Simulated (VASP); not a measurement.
Here is a VASP 6.6.1 calculation.

File INCAR:

```
SYSTEM = MoN2
PREC = Accurate ; ENCUT = 1330
EDIFF = 1E-6 ; ISMEAR = -1
SIGMA = 0.05 ; LREAL = .FALSE.
LASPH = .TRUE. ; NELM = 120
ALGO = Normal ; ISIF = 2
LWAVE = .FALSE. ; LCHARG = .FALSE.
GGA = PS ; NBANDS = 33
GGA_COMPAT = .FALSE.
```

Contents of KPOINTS:

```
regular mesh
0
G
  6 6 8
  0 0 0
```

Contents of POSCAR:

```
MoN2
1.0
    4.3480530000      0.0000000000      0.0000000000
    0.0000000000      4.3480530000      0.0000000000
    0.0000000000      0.0000000000      2.7674600000
Mo N
2 4
Direct
    0.0000000000      0.0000000000      0.0000000000
    0.5000000000      0.5000000000      0.0000000000
    0.6116470000      0.8883530000      0.5000000000
    0.3883530000      0.1116470000      0.5000000000
    0.1116470000      0.6116470000      0.5000000000
    0.8883530000      0.3883530000      0.5000000000
```

Potentials or basis: VASP PAW PBE potentials, release 64 (Mo_sv, N_h).

Run with:

```console
$ cat potpaw_PBE.64/Mo_sv/POTCAR potpaw_PBE.64/N_h/POTCAR > POTCAR
$ mpirun -np 1 vasp_std > vasp.out
```

(1) Predict the largest force.

(2) Predict the pressure.

Answers

(1) 0.051 eV/Å.

(2) -13.8 GPa.

Caveat: the cell stands under tension; the PAW data sets were made with another functional, which shifts forces and pressure a little.
